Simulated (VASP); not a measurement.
BaTiO3:

```
CELL_PARAMETERS angstrom
3.99980 0.00000 0.00000
0.00000 3.99980 0.00000
0.00000 0.00000 4.01800
ATOMIC_POSITIONS crystal
Ba 0.00000 0.00000 0.00000
Ti 0.50000 0.50000 0.49000
O 0.00000 0.50000 0.51700
O 0.50000 0.00000 0.51700
O 0.50000 0.50000 0.01900
```

```yaml
Program: VASP 6.6.1
Task: relaxation of cell and atoms
Functional: revPBE
Potentials_or_basis: VASP PAW PBE potentials, release 64 (Ba_sv, Ti_sv, O)
Cutoff: 840 eV
k_mesh: 7 × 7 × 7
Occupations: gaussian, width 0.03 eV
Spin: no spin polarisation
```

At the start: pressure 7.4 GPa; volume 12.86 Å³/atom.

Q: Where does the relaxation end?

A: Over 48 steps the energy falls by 28.7 meV/atom and the volume is 14.04 Å³/atom (+9.2 %); space group P4mm (No. 99, to 0.1 Å) before and after.

The path:
```tsv
step	energy change (eV)	largest force (eV/Å)	pressure (GPa)	volume (Å³)
1	0.0000	0.2766	7.36	64.28
3	-0.0998	0.1422	0.65	67.90
5	-0.1277	0.1742	-0.57	69.39
7	-0.1359	0.1259	0.13	69.45
9	-0.1374	0.0529	0.21	69.55
11	-0.1381	0.0358	-0.17	69.98
13	-0.1382	0.0187	0.01	69.96
15	-0.1382	0.0069	0.01	69.97
17	-0.1382	0.0016	0.01	69.97
19	-0.1432	0.0033	0.08	69.99
21	-0.1432	0.0189	-0.04	70.04
23	-0.1432	0.0082	-0.01	70.07
25	-0.1433	0.0161	0.00	70.12
27	-0.1433	0.0188	-0.04	70.17
29	-0.1433	0.0155	-0.01	70.14
31	-0.1433	0.0121	0.10	70.09
33	-0.1433	0.0071	0.05	70.12
35	-0.1433	0.0091	-0.01	70.15
37	-0.1433	0.0027	0.00	70.15
39	-0.1433	0.0003	0.00	70.15
41	-0.1434	0.0022	0.02	70.16
43	-0.1434	0.0056	-0.03	70.18
45	-0.1434	0.0050	-0.02	70.18
47	-0.1434	0.0036	-0.02	70.18
48	-0.1434	0.0018	0.00	70.18
```

Final structure:
```
CELL_PARAMETERS angstrom
4.00033 0.00000 0.00000
0.00000 4.00033 0.00000
0.00000 0.00000 4.38574
ATOMIC_POSITIONS crystal
Ba 0.00000 0.00000 0.97982
Ti 0.50000 0.50000 0.46387
O 0.00000 0.50000 0.52270
O 0.50000 0.00000 0.52270
O 0.50000 0.50000 0.05390
```

Caveat: the PAW data sets were made with another functional, which shifts forces and pressure a little.
